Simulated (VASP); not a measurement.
# CdSe (F-43m) in VASP: elastic constants with LDA

Aim: the elastic constants of CdSe with LDA.

All numbers are computed with VASP 6.6.1; they aren't measurements. Logs are shortened: lines on timing, memory, paths and dates and some standing lists are left out, and cuts for length are marked.

### Step 1. The cell of the first run

The structure is cubic, space group F-43m (No. 216). Conventional cell: a = 6.008 Å, b = 6.008 Å, c = 6.008 Å, α = 90.00°, β = 90.00°, γ = 90.00°. Cd (site symmetry -43m) has 4 Se at 2.60 Å within 3.4 Å. Se (site symmetry -43m) has 4 Cd at 2.60 Å within 3.4 Å.

### Step 2. Elastic constants, LDA

INCAR

```
SYSTEM = CdSe
PREC = Accurate ; ENCUT = 600
EDIFF = 1E-8 ; ISMEAR = 0
SIGMA = 0.01 ; LREAL = .FALSE.
LASPH = .TRUE. ; NELM = 100
ALGO = Normal ; ISIF = 3
LWAVE = .FALSE. ; LCHARG = .FALSE.
GGA = CA ; IBRION = 6
NFREE = 2 ; POTIM = 0.015
NSW = 1
```

KPOINTS

```
Automatic mesh
0
G
  6 6 6
  0 0 0
```

POSCAR

```
CdSe
1.0
    0.0000000000      3.0039652174      3.0039652174
    3.0039652174      0.0000000000      3.0039652174
    3.0039652174      3.0039652174      0.0000000000
Cd Se
1 1
Direct
    0.0000000000      0.0000000000      0.0000000000
    0.7500000000      0.7500000000      0.7500000000
```

Potentials or basis: VASP PAW LDA potentials, release 64 (Cd, Se).

Launch:

```bash
> cat potpaw_LDA.64/Cd/POTCAR potpaw_LDA.64/Se/POTCAR > POTCAR
> mpirun -np 1 vasp_std > vasp.out
```

OUTCAR:

```text
SYSTEM = CdSe
   PREC = Accurate
   ENCUT = 600
   EDIFF = 1E-8
   ISMEAR = 0
   LREAL = .FALSE.
   LASPH = .TRUE.
   NELM = 100
   ISIF = 3
   GGA = CA
   IBRION = 6
   NFREE = 2
   POTIM = 0.015
   NSW = 1

 ion  position               nearest neighbor table
   1  0.000  0.000  0.000-   2 2.60   2 2.60   2 2.60   2 2.60
   2  0.750  0.750  0.750-   1 2.60   1 2.60   1 2.60   1 2.60

  LATTYP: Found a face centered cubic cell.
 ALAT       =     6.0079304348

  Lattice vectors:

 A1 = (   0.0000000000,   3.0039652174,   3.0039652174)
 A2 = (   3.0039652174,   0.0000000000,   3.0039652174)
 A3 = (   3.0039652174,   3.0039652174,   0.0000000000)

Analysis of symmetry for initial positions (statically):
=====================================================================
 Subroutine PRICEL returns:
 Original cell was already a primitive cell.

 Routine SETGRP: Setting up the symmetry group for a
 face centered cubic supercell.

 Subroutine GETGRP returns: Found 24 space group operations
 (whereof 24 operations were pure point group operations)
 out of a pool of 48 trial point group operations.

The static configuration has the point symmetry T_d .

Analysis of symmetry for dynamics (positions and initial velocities):
=====================================================================
 Subroutine PRICEL returns:
 Original cell was already a primitive cell.

 Routine SETGRP: Setting up the symmetry group for a
 face centered cubic supercell.

 Subroutine GETGRP returns: Found 24 space group operations
 (whereof 24 operations were pure point group operations)
 out of a pool of 48 trial point group operations.

The dynamic configuration has the point symmetry T_d .

 Subroutine INISYM returns: Found 24 space group operations
 (whereof 24 operations are pure point group operations),
 and found     1 'primitive' translations

----------------------------------------------------------------------------------------

                                     Primitive cell

  volume of cell :      54.2144

  direct lattice vectors                    reciprocal lattice vectors
     0.000000000  3.003965217  3.003965217    -0.166446668  0.166446668  0.166446668
     3.003965217  0.000000000  3.003965217     0.166446668 -0.166446668  0.166446668
     3.003965217  3.003965217  0.000000000     0.166446668  0.166446668 -0.166446668

  length of vectors
     4.248248351  4.248248351  4.248248351     0.288294085  0.288294085  0.288294085

  position of ions in fractional coordinates (direct lattice)
     0.000000000  0.000000000  0.000000000
     0.750000000  0.750000000  0.750000000

  ion indices of the primitive-cell ions
   primitive index   ion index
                 1           1
                 2           2

----------------------------------------------------------------------------------------

 KPOINTS: Automatic mesh

Automatic generation of k-mesh.
 Grid dimensions read from file:
 generate k-points for:    6    6    6

 Generating k-lattice:

  Cartesian coordinates                     Fractional coordinates (reciprocal lattice)
    -0.027741111  0.027741111  0.027741111     0.166666667  0.000000000  0.000000000
     0.027741111 -0.027741111  0.027741111     0.000000000  0.166666667  0.000000000
[... 100 lines left out ...]

------------------------ aborting loop because EDIFF is reached ----------------------------------------

  FORCE on cell =-STRESS in cart. coord.  units (eV):
  Direction    XX          YY          ZZ          XY          YZ          ZX
  --------------------------------------------------------------------------------------
  -------------------------------------------------------------------------------------
  Total        0.1529121      0.1529121      0.1529121      0.0000000      0.0000000     -0.0000000
  in kB        4.5189519      4.5189519      4.5189519      0.0000000      0.0000000     -0.0000000
  external PRESSURE =       4.5189519 kB  Pullay stress =       0.0000000 kB
[... 89 lines left out ...]
  FREE ENERGIE OF THE ION-ELECTRON SYSTEM (eV)
  ---------------------------------------------------
  free  energy   TOTEN  =        -6.7509688413 eV

  energy  without entropy=       -6.7509688413  energy(sigma->0) =       -6.75096884

[... ionic steps 4 to 14 ...]

--------------------------------------- Ionic step       15  -------------------------------------------

 number of electron      18.0000000 magnetization

------------------------ aborting loop because EDIFF is reached ----------------------------------------
[... 67 lines left out ...]
--------------------------------------- Ionic step       17  -------------------------------------------

 number of electron      18.0000003 magnetization

 Free energy of the ion-electron system (eV)
  ---------------------------------------------------
  ext. energy  EPLUGINS =         0.00000000
  ---------------------------------------------------
  free energy    TOTEN  =        -6.75544358 eV

  energy without entropy =       -6.75544358  energy(sigma->0) =       -6.75544358

 E-fermi :   1.1977     XC(G=0):  -9.4535

 val. band max:        1.1335604644   @ k =   0.0000   0.0000   0.0000
 cond. band min:       1.5613275055   @ k =   0.0000   0.0000   0.0000
 fundamental gap:      0.4277670411
 Fermi energy:         1.1976625185

 k-point     1 :       0.0000    0.0000    0.0000
  band No.  band energies     occupation
      1     -11.7365      2.00000
      2      -6.9779      2.00000
      3      -6.9679      2.00000
      4      -6.9580      2.00000
      5      -6.5475      2.00000
      6      -6.5474      2.00000
      7       1.1169      2.00000
      8       1.1257      2.00000
      9       1.1336      2.00000
     10       1.5613      0.00000
     11       6.9088      0.00000
     12       6.9168      0.00000
     13       6.9260      0.00000
[... 354 lines left out ...]
  band No.  band energies     occupation
      1     -11.2893      2.00000
      2      -6.8422      2.00000
      3      -6.8060      2.00000
      4      -6.5798      2.00000
      5      -6.5155      2.00000
      6      -6.2112      2.00000
      7      -3.3150      2.00000
      8      -0.5952      2.00000
      9      -0.0228      2.00000
     10       4.4072      0.00000
     11       6.6000      0.00000
     12       8.1729      0.00000
     13       8.2892      0.00000

 [... further k-points ...]
[... 5 lines left out ...]
  --------------------------------------------------------------------------------------
  -------------------------------------------------------------------------------------
  Total        0.1529663      0.1551517      0.1551517      0.0000000     -0.1081234      0.0000000
  in kB        4.5205551      4.5851382      4.5851382      0.0000000     -3.1953276      0.0000000
  external PRESSURE =       4.5636105 kB  Pullay stress =       0.0000000 kB
[... 17 lines left out ...]
  FREE ENERGIE OF THE ION-ELECTRON SYSTEM (eV)
  ---------------------------------------------------
  free  energy   TOTEN  =        -6.7554435802 eV

  energy  without entropy=       -6.7554435802  energy(sigma->0) =       -6.75544358

 INTERNAL STRAIN TENSORS FROM STRAINED CELLS
 ============================================

 INTERNAL STRAIN TENSOR FOR ION    1 for displacements in x,y,z  (eV/Angst):
          X           Y           Z          XY          YZ          ZX
  --------------------------------------------------------------------------------
  x    -0.00000    -0.00000     0.00000     0.00000    -7.20369    -0.00000
  y    -0.00000     0.00000     0.00000     0.00000     0.00000    -7.20348
  z     0.00000    -0.00000     0.00000    -7.20508     0.00000    -0.00000

 INTERNAL STRAIN TENSORS FROM DISPLACED ATOMS
 ============================================

 INTERNAL STRAIN TENSOR FOR ION    1 for displacements in x,y,z  (eV/Angst):
          X           Y           Z          XY          YZ          ZX
  --------------------------------------------------------------------------------
  x     0.00000    -0.00000    -0.00000     0.00000    -7.19544     0.00000
  y    -0.00000     0.00000    -0.00000     0.00000     0.00000    -7.19544
  z    -0.00000    -0.00000     0.00000    -7.19544     0.00000     0.00000

 INTERNAL STRAIN TENSOR FOR ION    2 for displacements in x,y,z  (eV/Angst):
          X           Y           Z          XY          YZ          ZX
  --------------------------------------------------------------------------------
  x    -0.00000     0.00000     0.00000     0.00000     7.20215     0.00000
  y     0.00000    -0.00000     0.00000     0.00000     0.00000     7.20215
  z     0.00000     0.00000    -0.00000     7.20215     0.00000     0.00000

 Eigenvectors and eigenvalues of the dynamical matrix
 ----------------------------------------------------

   1 f  =    5.348127 THz    33.603274 2PiTHz  178.394321 cm-1    22.118067 meV
             X         Y         Z           dx          dy          dz
      0.000000  0.000000  0.000000     0.000000    0.642809    0.000000
      4.505948  4.505948  4.505948     0.000000   -0.766026    0.000000
[... 21 lines left out ...]
   6 f/i=    0.003271 THz     0.020555 2PiTHz    0.109123 cm-1     0.013530 meV
             X         Y         Z           dx          dy          dz
      0.000000  0.000000  0.000000     0.000000    0.000000    0.766026
      4.505948  4.505948  4.505948     0.000000    0.000000    0.642809

--------------------------------------------------------------------------------------------------------

 ELASTIC MODULI CONTR FROM IONIC RELAXATION (kBar)
 Direction    XX          YY          ZZ          XY          YZ          ZX
 --------------------------------------------------------------------------------
 XX          -0.0000      0.0000      0.0000     -0.0000      0.0000     -0.0000
 YY           0.0000     -0.0000      0.0000     -0.0000     -0.0000      0.0000
 ZZ           0.0000      0.0000     -0.0000      0.0000     -0.0000     -0.0000
 XY          -0.0000     -0.0000      0.0000   -282.0846      0.0000      0.0000
 YZ           0.0000     -0.0000     -0.0000      0.0000   -282.0846      0.0000
 ZX          -0.0000      0.0000     -0.0000      0.0000      0.0000   -282.0846
 --------------------------------------------------------------------------------

 TOTAL ELASTIC MODULI (kBar)
 Direction    XX          YY          ZZ          XY          YZ          ZX
 --------------------------------------------------------------------------------
 XX         716.2255    535.3969    535.3969      0.0000      0.0000      0.0000
 YY         535.3969    716.2255    535.3969     -0.0000      0.0000      0.0000
 ZZ         535.3969    535.3969    716.2255      0.0000     -0.0000     -0.0000
 XY           0.0000     -0.0000      0.0000    237.5148      0.0000      0.0000
 YZ           0.0000      0.0000     -0.0000      0.0000    237.5148      0.0000
 ZX           0.0000      0.0000     -0.0000      0.0000      0.0000    237.5148
 --------------------------------------------------------------------------------
```

Run time: 9.4 min. Hardware: 1 thread of Intel Xeon 8259CL, shared host; peak memory 0.26 GiB.

Results:

| Item | Value |
| --- | --- |
| Elastic constants C11, C12, C44 | 72, 54, 24 GPa |
| Voigt bulk modulus | 60 GPa |
| Highest phonon frequency at Γ, LO-TO splitting left out | 178 cm⁻¹ |

Phonon frequencies in cm⁻¹ (negative: imaginary):
```tsv
q point	frequencies
(0.000, 0.000, 0.000)	0 0 0 178 178 178
```

Elastic tensor in Voigt notation (GPa, in the Cartesian axes of the cell as first typed):
```
72 54 54  0  0  0
54 72 54  0  0  0
54 54 72  0  0  0
 0  0  0 24  0  0
 0  0  0  0 24  0
 0  0  0  0  0 24
```

Clamped-ion elastic tensor (GPa):
```
72 54 54  0  0  0
54 72 54  0  0  0
54 54 72  0  0  0
 0  0  0 52  0  0
 0  0  0  0 52  0
 0  0  0  0  0 52
```
